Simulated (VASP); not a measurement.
# Nb2O (Pnnm) in VASP: further runs, part 2 of 2

VASP 6.6.1.

### Step 4. Relaxation of cell and atoms, PBE

This run uses another cell than the first one, of 11.95 Å³/atom, 0.872 times its volume.

Input file INCAR:

```
ALGO     = Normal         # electronic algorithm
EDIFF    = 1E-7           # SCF threshold, eV
EDIFFG   = -0.04          # ionic threshold
ENCUT    = 600            # plane-wave cutoff, eV
GGA      = PE             # functional
IBRION   = 2              # ionic algorithm
ISIF     = 3              # what is computed and relaxed
ISMEAR   = 0              # smearing method
LASPH    = True           # aspherical terms in the spheres
LCHARG   = False          # write CHGCAR
LREAL    = False          # projectors in reciprocal space
LWAVE    = False          # write WAVECAR
NELM     = 80             # most SCF steps
NSW      = 90             # ionic steps
PREC     = Accurate       # precision mode
SIGMA    = 0.1            # smearing width, eV
```

Input file KPOINTS:

```
k-points
0
Gamma
  4 4 6
```

Input file POSCAR:

```
Nb2O
1.0
    4.2563443200      0.0000000000      0.0000000000
    0.0000000000      5.1948353953      0.0000000000
    0.0000000000      0.0000000000      3.2429654874
Nb O
4 2
Direct
    0.2004000000      0.3787000000      0.0000000000
    0.7996000000      0.6213000000      0.0000000000
    0.7004000000      0.1213000000      0.5000000000
    0.2996000000      0.8787000000      0.5000000000
    0.0000000000      0.0000000000      0.0000000000
    0.5000000000      0.5000000000      0.5000000000
```

Potentials or basis: VASP PAW PBE potentials, release 64 (Nb_sv, O).

Launch:

```console
cat potpaw_PBE.64/Nb_sv/POTCAR potpaw_PBE.64/O/POTCAR > POTCAR
mpirun -np 1 vasp_std > vasp.out
```

OUTCAR:

```text
EDIFF = 1E-7
   EDIFFG = -0.04
   ENCUT = 600
   GGA = PE
   IBRION = 2
   ISIF = 3
   ISMEAR = 0
   LASPH = True
   LREAL = False
   NELM = 80
   NSW = 90
   PREC = Accurate

 ion  position               nearest neighbor table
   1  0.200  0.379  0.000-   2 2.12   5 2.14   6 2.16   6 2.16   2 2.84   3 2.99   3 2.99   3 2.99
                             3 2.99
   2  0.800  0.621  0.000-   1 2.12   5 2.14   6 2.16   6 2.16   1 2.84   4 2.99   4 2.99   4 2.99
                             4 2.99
   3  0.700  0.121  0.500-   4 2.12   6 2.14   5 2.16   5 2.16   4 2.84   1 2.99   1 2.99   1 2.99
                             1 2.99
   4  0.300  0.879  0.500-   3 2.12   6 2.14   5 2.16   5 2.16   3 2.84   2 2.99   2 2.99   2 2.99
                             2 2.99
   5  0.000  0.000  0.000-   1 2.14   2 2.14   3 2.16   4 2.16   3 2.16   4 2.16
   6  0.500  0.500  0.500-   3 2.14   4 2.14   1 2.16   2 2.16   1 2.16   2 2.16

  LATTYP: Found a simple orthorhombic cell.
 ALAT       =     3.2429654874
[... 1309 lines left out ...]

 number of electron      63.9999985 magnetization

------------------------ aborting loop because EDIFF is reached ----------------------------------------
[... 75 lines left out ...]
--------------------------------------- Ionic step       21  -------------------------------------------

 number of electron      63.9999987 magnetization

 Free energy of the ion-electron system (eV)
  ---------------------------------------------------
  ext. energy  EPLUGINS =         0.00000000
  ---------------------------------------------------
  free energy    TOTEN  =       -57.88319248 eV

  energy without entropy =      -57.87335242  energy(sigma->0) =      -57.87827245

 E-fermi :  12.2877     XC(G=0): -12.7177

 val. band max:       12.2593911027   @ k =   0.5000   0.0000   0.3333
 cond. band min:      12.3532686510   @ k =   0.2500   0.2500   0.1667
 fundamental gap:      0.0938775483
 Fermi energy:        12.2877177276

 k-point     1 :       0.0000    0.0000    0.0000
  band No.  band energies     occupation
      1     -43.4255      2.00000
      2     -43.3137      2.00000
      3     -43.2967      2.00000
      4     -43.2539      2.00000
      5     -20.4011      2.00000
      6     -19.8669      2.00000
[... 1008 lines left out ...]
  FREE ENERGIE OF THE ION-ELECTRON SYSTEM (eV)
  ---------------------------------------------------
  free  energy   TOTEN  =       -57.8831924840 eV

  energy  without entropy=      -57.8733524170  energy(sigma->0) =      -57.87827245

 reached required accuracy - stopping structural energy minimisation
```

It took 34 min on 1 thread of Intel Xeon 6975P-C, shared host; peak memory 0.27 GiB.

What came out:

| Property | Result |
| --- | --- |
| Free energy | -57.8832 eV |
| Relaxed volume | 13.64 Å³/atom |
| Relaxed cell | a = 5.211 Å, b = 5.561 Å, c = 2.825 Å, α = 90.00°, β = 90.00°, γ = 90.00° |
| Space group after relaxing (to 0.05 Å) | Pnnm (No. 58) |
| Energy gained by relaxing | 760.8 meV/atom |
| Ionic steps | 21 |
| Pressure after relaxing | 0.1 GPa |
| Largest force after relaxing | 0.032 eV/Å |
| Band gap on the k mesh | zero (band 32 reaches 12.58 eV, above the bottom of band 33 at 11.70 eV) |

Forces in eV/Å, atoms in the order of the input:
```
Nb   0.015  0.028  0.000
Nb  -0.015 -0.028  0.000
Nb   0.015 -0.028  0.000
Nb  -0.015  0.028  0.000
O    0.000  0.000  0.000
O    0.000  0.000  0.000
```

Step by step:
```csv
step,energy change (eV),largest force (eV/Å),pressure (GPa),volume (Å³)
1,0.0000,5.3533,47.76,71.71
2,0.8681,0.1558,-35.84,114.56
3,-3.3276,0.9080,-11.70,88.15
4,-3.3564,1.0364,-9.03,86.85
5,-3.3593,1.1037,-7.70,86.24
6,-3.9333,0.8604,3.74,80.97
7,-3.9424,0.9224,6.15,80.17
8,-4.2059,0.6639,-2.90,83.06
9,-4.2297,0.5398,-6.22,84.39
10,-4.3541,0.2524,-1.90,82.81
11,-4.3590,0.2171,-1.04,82.54
12,-4.4830,0.2030,1.90,81.41
13,-4.5141,0.2233,4.04,80.67
14,-4.5460,0.1362,-2.53,82.92
15,-4.5519,0.1596,-0.75,82.27
16,-4.5598,0.1186,-0.15,82.04
17,-4.5610,0.1057,0.21,81.91
18,-4.5628,0.0818,-0.16,82.02
19,-4.5638,0.0524,-0.68,82.17
20,-4.5648,0.0394,-0.22,81.99
21,-4.5651,0.0320,0.11,81.85
```

Final structure:
```xyz
6
Lattice="5.2107 0.0000 0.0000 0.0000 5.5609 0.0000 0.0000 0.0000 2.8249" Properties=species:S:1:pos:R:3 pbc="T T T"
Nb    1.1516    1.8070    2.8249
Nb    4.0591    3.7539    0.0000
Nb    3.7569    0.9734    1.4125
Nb    1.4537    4.5875    1.4125
O     0.0000    0.0000    0.0000
O     2.6053    2.7804    1.4125
```

Caveat: the k points lie up to 0.37 Å⁻¹ apart in the final cell.

### Step 5. Summary

```tsv
task	cell	k mesh	cutoff (eV)	gap on the mesh (eV)	pressure (GPa)	largest force (eV/Å)
single point	a = 5.231, b = 5.567, c = 2.822 Å, 6 atoms	4 × 4 × 6	520	none	-0.5	0.01
single point	a = 5.214, b = 5.555, c = 2.838 Å, 6 atoms	8 × 8 × 14	520	none	-0.4	-
relaxation of cell and atoms	relaxed from a = 4.256, b = 5.195, c = 3.243 Å, 6 atoms	4 × 4 × 6	600	none	0.1	0.03
```

Alike in all rows: level PBE; potentials or basis VASP PAW PBE potentials, release 64 (Nb_sv, O); no spin polarisation; smearing gaussian 0.1 eV.

Caveats: some runs use coarse meshes.

Absolute energies hang on the potentials; compare differences alone.
